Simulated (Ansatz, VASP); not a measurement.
**AgI in VASP and in Ansatz**

```xyz
2
Lattice="3.2887 3.2887 0.0000 -3.2887 3.2887 0.0000 0.0000 3.2887 3.2887" Properties=species:S:1:pos:R:3 pbc="T T T"
Ag    0.0000    0.0000    0.0000
I     1.6443    4.9330    1.6443
```

Change from the starting cell: unstrained.

Alike in both runs: task single point; functional r2SCAN; k mesh 6 × 6 × 6; no spin polarisation.

|  | VASP | Ansatz |
| --- | --- | --- |
| version | VASP 6.6.1 | Ansatz 0.2.0 |
| potentials or method | VASP PAW PBE potentials, release 64 (Ag, I) | PAW with Ansatz's default frozen-core files, scalar-relativistic |
| plane-wave cutoff (eV) | 550 | 500 |
| occupations | gaussian, width 0.01 eV | fixed |
| valence electrons in the cell | 18 | 36 |

|  | VASP | Ansatz | Ansatz less VASP |
| --- | --- | --- | --- |
| gap on the k mesh at the Fermi level (eV) | 1.79 | 1.82 | +0.032 |
| pressure (GPa) | -0.1 | 0.0 | +0.11 |

VASP's potentials were made for PBE, not for r2SCAN. VASP's potentials hold 18 valence electrons a cell and Ansatz's 36, so a difference there can come from the potentials and not from the codes.

Spin-orbit coupling is off throughout.
